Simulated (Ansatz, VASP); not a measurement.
## Ca2C in VASP and in Ansatz

```
CELL_PARAMETERS angstrom
0.00000 3.20340 3.20340
3.20340 0.00000 3.20340
3.20340 3.20340 0.00000
ATOMIC_POSITIONS crystal
C 0.00000 0.00000 0.00000
Ca 0.25000 0.25000 0.25000
Ca 0.75000 0.75000 0.75000
```

Alike in both runs: task single point; functional PBE; k mesh 6 × 6 × 6; no spin polarisation.

|  | VASP | Ansatz |
| --- | --- | --- |
| version | VASP 6.6.1 | Ansatz 0.2.0 |
| potentials or method | VASP PAW PBE potentials, release 64 (C, Ca_sv) | plane waves, PAW |
| plane-wave cutoff (eV) | 520 | 420 |
| occupations | gaussian, width 0.01 eV | fixed |
| valence electrons in the cell | 24 | 24 |

|  | VASP | Ansatz | Ansatz less VASP |
| --- | --- | --- | --- |
| gap on the k mesh at the Fermi level (eV) | 0.28 | 0.28 | +0.005 |
| pressure (GPa) | -2.6 | -2.8 | -0.16 |
